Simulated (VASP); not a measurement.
# CdSe in VASP: notebook

Aim: see how the results for CdSe move with the level of theory and the settings. Levels: PBE, r2SCAN. Tasks: single point.

Everything below comes from runs of VASP 6.6.1. Logs are shortened: lines on timing, memory, paths and dates and some standing lists are left out, and cuts for length are marked.

## 1. The cell of the first run

The structure is cubic, space group F-43m (No. 216). Conventional cell: a = 6.382 Å, b = 6.382 Å, c = 6.382 Å, α = 90.00°, β = 90.00°, γ = 90.00°. Within 3.6 Å of Cd (site symmetry -43m) lie 4 Se at 2.76 Å. Within 3.6 Å of Se (site symmetry -43m) lie 4 Cd at 2.76 Å.

## 2. Single point, PBE (strain +4.0%)

INCAR

```
SYSTEM = CdSe
ALGO     = Normal         ! electronic algorithm
EDIFF    = 1E-7           ! SCF threshold, eV
ENCUT    = 520            ! plane-wave cutoff, eV
GGA      = PE             ! functional
ISIF     = 2              ! what is computed and relaxed
ISMEAR   = -1             ! smearing method
LASPH    = .True.         ! aspherical terms in the spheres
LCHARG   = .False.        ! write CHGCAR
LREAL    = .False.        ! projectors in reciprocal space
LWAVE    = .False.        ! write WAVECAR
NBANDS   = 16             ! bands
NELM     = 60             ! most SCF steps
PREC     = Accurate       ! precision mode
SIGMA    = 0.02           ! smearing width, eV
```

KPOINTS

```
k-points
0
Gamma
  8 8 8
  0 0 0
```

POSCAR

```
CdSe
1.0
    0.0000000000      3.1911057595      3.1911057595
    3.1911057595      0.0000000000      3.1911057595
    3.1911057595      3.1911057595      0.0000000000
Cd Se
1 1
Direct
    0.0000000000      0.0000000000      0.0000000000
    0.2500000000      0.2500000000      0.2500000000
```

Potentials or basis: VASP PAW PBE potentials, release 64 (Cd, Se).

Started as:

```sh
$ cat potpaw_PBE.64/Cd/POTCAR potpaw_PBE.64/Se/POTCAR > POTCAR
$ mpirun -np 1 vasp_std > vasp.out
```

OUTCAR:

```text
SYSTEM = CdSe
   EDIFF = 1E-7
   ENCUT = 520
   GGA = PE
   ISIF = 2
   ISMEAR = -1
   LASPH = .True.
   LREAL = .False.
   NELM = 60
   PREC = Accurate

 ion  position               nearest neighbor table
   1  0.000  0.000  0.000-   2 2.76   2 2.76   2 2.76   2 2.76
   2  0.250  0.250  0.250-   1 2.76   1 2.76   1 2.76   1 2.76

  LATTYP: Found a face centered cubic cell.
 ALAT       =     6.3822115190

  Lattice vectors:

 A1 = (   0.0000000000,   3.1911057595,   3.1911057595)
 A2 = (   3.1911057595,   0.0000000000,   3.1911057595)
 A3 = (   3.1911057595,   3.1911057595,   0.0000000000)

Analysis of symmetry for initial positions (statically):
=====================================================================
 Subroutine PRICEL returns:
 Original cell was already a primitive cell.

 Routine SETGRP: Setting up the symmetry group for a
 face centered cubic supercell.

 Subroutine GETGRP returns: Found 24 space group operations
 (whereof 24 operations were pure point group operations)
 out of a pool of 48 trial point group operations.

The static configuration has the point symmetry T_d .

Analysis of symmetry for dynamics (positions and initial velocities):
=====================================================================
 Subroutine PRICEL returns:
 Original cell was already a primitive cell.

 Routine SETGRP: Setting up the symmetry group for a
 face centered cubic supercell.

 Subroutine GETGRP returns: Found 24 space group operations
 (whereof 24 operations were pure point group operations)
 out of a pool of 48 trial point group operations.

The dynamic configuration has the point symmetry T_d .

 Subroutine INISYM returns: Found 24 space group operations
 (whereof 24 operations are pure point group operations),
 and found     1 'primitive' translations

----------------------------------------------------------------------------------------

                                     Primitive cell

  volume of cell :      64.9911

  direct lattice vectors                    reciprocal lattice vectors
     0.000000000  3.191105760  3.191105760    -0.156685500  0.156685500  0.156685500
     3.191105760  0.000000000  3.191105760     0.156685500 -0.156685500  0.156685500
     3.191105760  3.191105760  0.000000000     0.156685500  0.156685500 -0.156685500

  length of vectors
     4.512905044  4.512905044  4.512905044     0.271387246  0.271387246  0.271387246

  position of ions in fractional coordinates (direct lattice)
     0.000000000  0.000000000  0.000000000
     0.250000000  0.250000000  0.250000000

  ion indices of the primitive-cell ions
   primitive index   ion index
                 1           1
                 2           2

----------------------------------------------------------------------------------------

 KPOINTS: k-points

Automatic generation of k-mesh.
 Grid dimensions read from file:
 generate k-points for:    8    8    8

 Generating k-lattice:

  Cartesian coordinates                     Fractional coordinates (reciprocal lattice)
    -0.019585687  0.019585687  0.019585687     0.125000000  0.000000000  0.000000000
     0.019585687 -0.019585687  0.019585687     0.000000000  0.125000000  0.000000000
     0.019585687  0.019585687 -0.019585687     0.000000000  0.000000000  0.125000000

  Length of vectors
     0.033923406  0.033923406  0.033923406

  Shift w.r.t. Gamma in fractional coordinates (k-lattice)
     0.000000000  0.000000000  0.000000000

 Subroutine IBZKPT returns following result:
 ===========================================

 Found     29 irreducible k-points:

 Following reciprocal coordinates:
            Coordinates               Weight
  0.000000  0.000000  0.000000      1.000000
  0.125000  0.000000  0.000000      8.000000
  0.250000  0.000000  0.000000      8.000000
  0.375000  0.000000  0.000000      8.000000
  0.500000  0.000000  0.000000      4.000000
  0.125000  0.125000  0.000000      6.000000
[... 16 lines left out ...]
  0.500000  0.250000  0.125000     48.000000
 -0.375000  0.250000  0.125000     24.000000
 [... further k-points ...]
   k-points           NKPTS =     29   k-points in BZ     NKDIM =     29   number of bands    NBANDS=     16
   number of dos      NEDOS =    301   number of ions     NIONS =      2
   total plane-waves  NPLWV =  46656
   dimension x,y,z NGX =    36 NGY =   36 NGZ =   36
   dimension x,y,z NGXF=    72 NGYF=   72 NGZF=   72
   ions per type =               1   1
   NGX,Y,Z   is equivalent  to a cutoff of  13.26, 13.26, 13.26 a.u.
   NGXF,Y,Z  is equivalent  to a cutoff of  26.52, 26.52, 26.52 a.u.
 SYSTEM =  CdSe
   PREC   = accura    normal or accurate (medium, high low for compatibility)
   ISTART =      0    job   : 0-new  1-cont  2-samecut
   ICHARG =      2    charge: 1-file 2-atom 10-const
   ISPIN  =      1    spin polarized calculation?
   LNONCOLLINEAR =      F non collinear calculations
   LSORBIT =      F    spin-orbit coupling
   LASPH  =      T    aspherical Exc in radial PAW
   ENCUT  =  520.0 eV  38.22 Ry    6.18 a.u.   8.39  8.39  8.39*2*pi/ulx,y,z
   NELM   =     60;   NELMIN=  2; NELMDL= -5     # of ELM steps
   EDIFF  = 0.1E-06   stopping-criterion for ELM
   LREAL  =      F    real-space projection
   EDIFFG = 0.1E-05   stopping-criterion for IOM
   NSW    =      0    number of steps for IOM
   IBRION =     -1    ionic relax: 0-MD 1-quasi-New 2-CG
   NFREE  =      0    steps in history (QN), initial steepest desc. (CG)
   ISIF   =      2    stress and relaxation
   ISYM   =      2    0-nonsym 1-usesym 2-fastsym
   POTIM  = 0.5000    time-step for ionic-motion
   TEBEG  =    0.0;   TEEND  =   0.0 temperature during run
   PSTRESS=    0.0 pullay stress
   NELECT =      18.0000    total number of electrons
   NUPDOWN=      -1.0000    fix difference up-down
   EMIN   =  10.00;   EMAX   =-10.00  energy-range for DOS
   EFERMI =   0.00;   METHOD = LEGACY
   ISMEAR =    -1;   SIGMA  =   0.02  broadening in eV -4-tet -1-fermi 0-gaus
   EFERMI_NEDOS =   21; number of points for ismear=-14 and -15
   IALGO  =     38    algorithm
   IMIX   =      4    mixing-type and parameters
     AMIX     =   0.40;   BMIX     =  1.00
     AMIX_MAG =   1.60;   BMIX_MAG =  1.00
  volume/ion in A,a.u.               =      32.50       219.29
  Fermi-wavevector in a.u.,A,eV,Ry     =   1.067123  2.016570 15.493654  1.138751
  Thomas-Fermi vector in A             =   2.202729
   LORBIT       =      0    0 simple, 1 ext, 2 COOP (PROOUT), +10 PAW based schemes
   GGA     = PE    functional components
   LHFCALC =     F    Hartree Fock is set to
   AEXX    =    0.0000 exact exchange contribution
   IVDW    =     0    specifies the selected vdW correction
   LEPSILON=     F    determine dielectric tensor
   LRPA    =     F    only Hartree local field effects (RPA)
 non-spin polarized calculation
  energy-cutoff  :      520.00
  volume of cell :       64.99
 maximum number of plane-waves:      1807
 NGX is ok and might be reduce to    36
   NGX = 17   NGY = 17   NGZ = 17

 number of electron      17.9999998 magnetization

 Free energy of the ion-electron system (eV)
  ---------------------------------------------------
  ext. energy  EPLUGINS =         0.00000000
  ---------------------------------------------------
  free energy    TOTEN  =        -5.44582467 eV

  energy without entropy =       -5.44582359  energy(sigma->0) =       -5.44582413

 E-fermi :   0.0680     XC(G=0):  -8.2456

 val. band max:       -0.0981002512   @ k =   0.0000   0.0000   0.0000
 cond. band min:       0.2110727217   @ k =   0.0000   0.0000   0.0000
 fundamental gap:      0.3091729728
 Fermi energy:         0.0680084845

 k-point     1 :       0.0000    0.0000    0.0000
  band No.  band energies     occupation
      1     -11.9879      2.00000
      2      -7.6567      2.00000
      3      -7.6567      2.00000
      4      -7.6567      2.00000
      5      -7.4164      2.00000
      6      -7.4164      2.00000
[... 8 lines left out ...]
     15      10.6599      0.00000
     16      10.6599      0.00000

 k-point     2 :       0.1250    0.0000    0.0000
  band No.  band energies     occupation
      1     -11.9503      2.00000
      2      -7.6455      2.00000
      3      -7.6455      2.00000
      4      -7.6175      2.00000
      5      -7.4168      2.00000
      6      -7.4168      2.00000
[... 8 lines left out ...]
     15      10.0035      0.00000
     16      10.0035      0.00000

 k-point     3 :       0.2500    0.0000    0.0000
  band No.  band energies     occupation
      1     -11.8591      2.00000
      2      -7.6210      2.00000
      3      -7.6210      2.00000
      4      -7.4956      2.00000
      5      -7.4146      2.00000
      6      -7.4146      2.00000
[... 8 lines left out ...]
     15       9.7677      0.00000
     16       9.7699      0.00000

 k-point     4 :       0.3750    0.0000    0.0000
  band No.  band energies     occupation
      1     -11.7670      2.00000
      2      -7.6014      2.00000
      3      -7.6014      2.00000
      4      -7.4065      2.00000
      5      -7.4065      2.00000
      6      -7.3170      2.00000
[... 8 lines left out ...]
     15      10.5061      0.00000
     16      10.5061      0.00000
[... 324 lines left out ...]
 k-point    22 :       0.3750    0.2500    0.1250
  band No.  band energies     occupation
      1     -11.7916      2.00000
      2      -7.5929      2.00000
      3      -7.5808      2.00000
      4      -7.4672      2.00000
      5      -7.4065      2.00000
      6      -7.3767      2.00000
[... 8 lines left out ...]
     15      11.0024      0.00000
     16      11.9092      0.00000

 k-point    23 :       0.5000    0.2500    0.1250
  band No.  band energies     occupation
      1     -11.7185      2.00000
      2      -7.5745      2.00000
      3      -7.5631      2.00000
      4      -7.4400      2.00000
      5      -7.4014      2.00000
      6      -7.2410      2.00000
[... 8 lines left out ...]
     15      11.1827      0.00000
     16      12.0054      0.00000

 k-point    24 :      -0.3750    0.2500    0.1250
  band No.  band energies     occupation
      1     -11.6883      2.00000
      2      -7.5705      2.00000
      3      -7.5556      2.00000
      4      -7.4264      2.00000
      5      -7.4049      2.00000
      6      -7.1597      2.00000
[... 8 lines left out ...]
     15      11.1317      0.00000
     16      12.0014      0.00000

 [... further k-points ...]

------------------------ aborting loop because EDIFF is reached ----------------------------------------

  FORCE on cell =-STRESS in cart. coord.  units (eV):
  Direction    XX          YY          ZZ          XY          YZ          ZX
  --------------------------------------------------------------------------------------
  -------------------------------------------------------------------------------------
  Total       -1.2427878     -1.2427878     -1.2427878     -0.0000000     -0.0000000      0.0000000
  in kB      -30.6375463    -30.6375463    -30.6375463     -0.0000000     -0.0000000      0.0000000
  external PRESSURE =     -30.6375463 kB  Pullay stress =       0.0000000 kB

 VOLUME and BASIS-vectors are now :
 -----------------------------------------------------------------------------
  energy-cutoff  :      520.00
  volume of cell :       64.99
      direct lattice vectors                 reciprocal lattice vectors
     0.000000000  3.191105760  3.191105760    -0.156685500  0.156685500  0.156685500
     3.191105760  0.000000000  3.191105760     0.156685500 -0.156685500  0.156685500
     3.191105760  3.191105760  0.000000000     0.156685500  0.156685500 -0.156685500

 POSITION                                       TOTAL-FORCE (eV/Angst)
 -----------------------------------------------------------------------------------
      0.00000      0.00000      0.00000         0.000000      0.000000      0.000000
      1.59555      1.59555      1.59555        -0.000000     -0.000000     -0.000000
 -----------------------------------------------------------------------------------
    total drift:                               -0.000000     -0.000000     -0.000000

  FREE ENERGIE OF THE ION-ELECTRON SYSTEM (eV)
  ---------------------------------------------------
  free  energy   TOTEN  =        -5.4458246701 eV

  energy  without entropy=       -5.4458235885  energy(sigma->0) =       -5.44582413
```

Wall time 18 s (1 thread of Intel Xeon 6975P-C (Granite Rapids), shared host); peak memory 0.2 GiB.

What came out:

```yaml
Free_energy: -5.4458 eV
Pressure: -3.1 GPa
Band_gap_on_the_k_mesh: 0.31 eV, direct
```

Levels at points of the mesh, in eV from the valence-band top:
```csv
k point,band 6,band 7,band 8,band 9,band 10,band 11,band 12,band 13
"(0.00, 0.00, 0.00)",-7.32,0.00,0.00,0.00,0.31,5.89,5.89,5.89
"(0.50, 0.00, 0.00)",-7.12,-3.63,-0.57,-0.57,2.19,6.37,6.37,6.95
"(0.50, 0.50, 0.00)",-7.07,-3.47,-1.41,-1.41,3.37,3.54,8.49,9.36
```

Caveat: the cell differs from its parent crystal (strain +4.0%).

[end of part 1 of 3]
